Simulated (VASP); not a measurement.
Set up this calculation in VASP 6.6.1, as the native input.

| Property | Result |
| --- | --- |
| Task | single point |
| Functional | PBE |
| Potentials or basis | VASP PAW PBE potentials, release 64 (Na_pv, Te, H) |
| Cutoff | 520 eV |
| k mesh | 6 × 6 × 6 |
| Occupations | gaussian, width 0.02 eV |
| Spin | no spin polarisation |
| Dipole correction | no |
| Further INCAR settings | ALGO = Normal; EDIFF = 1e-06; NBANDS = 22 |

The structure of Na3TeH lies in POSCAR:

```
Na3TeH
1.0
    4.7607848940      0.0000000000      0.0000000000
    0.0000000000      4.7607848940      0.0000000000
    0.0000000000      0.0000000000      4.7607848940
Na Te H
3 1 1
Direct
    0.5000000000      0.0000000000      0.5000000000
    0.0000000000      0.5000000000      0.5000000000
    0.5000000000      0.5000000000      0.0000000000
    0.0000000000      0.0000000000      0.0000000000
    0.5000000000      0.5000000000      0.5000000000
```

One way to write it, as run:

INCAR

```
PREC     = Accurate       # precision mode
ENCUT    = 520            # plane-wave cutoff, eV
EDIFF    = 1E-6           # SCF threshold, eV
ISMEAR   = 0              # smearing method
SIGMA    = 0.02           # smearing width, eV
LREAL    = False          # projectors in reciprocal space
LASPH    = True           # aspherical terms in the spheres
NELM     = 60             # most SCF steps
ALGO     = Normal         # electronic algorithm
ISIF     = 2              # what is computed and relaxed
LWAVE    = False          # write WAVECAR
LCHARG   = False          # write CHGCAR
GGA      = PE             # functional
NBANDS   = 22             # bands
```

KPOINTS

```
Automatic mesh
0
Gamma
  6 6 6
```

Potentials or basis: VASP PAW PBE potentials, release 64 (Na_pv, Te, H).

Command:

```sh
$ cat potpaw_PBE.64/Na_pv/POTCAR potpaw_PBE.64/Te/POTCAR potpaw_PBE.64/H/POTCAR > POTCAR
$ mpirun -np 1 vasp_std > vasp.out
```

Results of the run:

```json
{"Pressure": "0.0 GPa", "Band gap on the k mesh": "2.62 eV (least direct gap 2.81 eV)"}
```

Caveat: spin-orbit coupling is left out, which moves the levels of the heavy elements.

It took 22 s on 1 thread of Intel(R) Xeon(R) Platinum 8488C (Sapphire Rapids), on a shared host, peak memory 0.22 GiB.
